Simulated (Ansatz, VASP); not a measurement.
Two plane-wave programs on Na2YMgC6N6

```xyz
16
Lattice="0.0000 5.8026 5.8026 5.8026 0.0000 5.8026 5.8026 5.8026 0.0000" Properties=species:S:1:pos:R:3 pbc="T T T"
Na    2.9013    2.9013    2.9013
Na    8.7038    8.7038    8.7038
Y     5.8026    5.8026    5.8026
Mg    0.0000    0.0000    0.0000
C     2.2736    5.8026    5.8026
C     5.8026    2.2736    5.8026
C     5.8026    5.8026    2.2736
C     9.3316    5.8026    5.8026
C     5.8026    9.3316    5.8026
C     5.8026    5.8026    9.3316
N     3.4496    5.8026    5.8026
N     5.8026    3.4496    5.8026
N     5.8026    5.8026    3.4496
N     8.1555    5.8026    5.8026
N     5.8026    8.1555    5.8026
N     5.8026    5.8026    8.1555
```

Alike in both runs: functional PBE; k mesh 6 × 6 × 6; occupations gaussian, width 0.1 eV; no spin polarisation.

Ansatz relaxed the structure, and its values are those at the end. VASP's run is a single point on that final structure, the one shown.

|  | VASP | Ansatz |
| --- | --- | --- |
| version | VASP 6.6.1 | Ansatz 0.2.0 |
| potentials or method | VASP PAW PBE potentials, release 64 (Na_pv, Y_sv, Mg, C, N), cutoff 520 eV | scalar-relativistic, plane waves, PAW |
| valence electrons in the cell | 81 | 93 |

VASP gave:

| Item | Value |
| --- | --- |
| gap on the k mesh at the Fermi level (eV) | none |
| pressure (GPa) | 0.3 |
| rms of the force components (eV/Å) | 0.195 |

Problem. Which values does Ansatz return?

Solution. gap on the k mesh at the Fermi level (eV): none; pressure (GPa): 0.0; rms of the force components (eV/Å): 0.004.

A gap of «none» marks a metal or a gap that the smearing closes. One of these differences is far larger than is usual between the two programs; its cause wasn't traced. The functional is the same, so the differences come from potentials, cutoffs and numerics. VASP's potentials hold 81 valence electrons a cell and Ansatz's 93, so a difference there can come from the potentials and not from the codes.

Noted on VASP's run: the standard files for N, O and F lose accuracy on very short bonds.
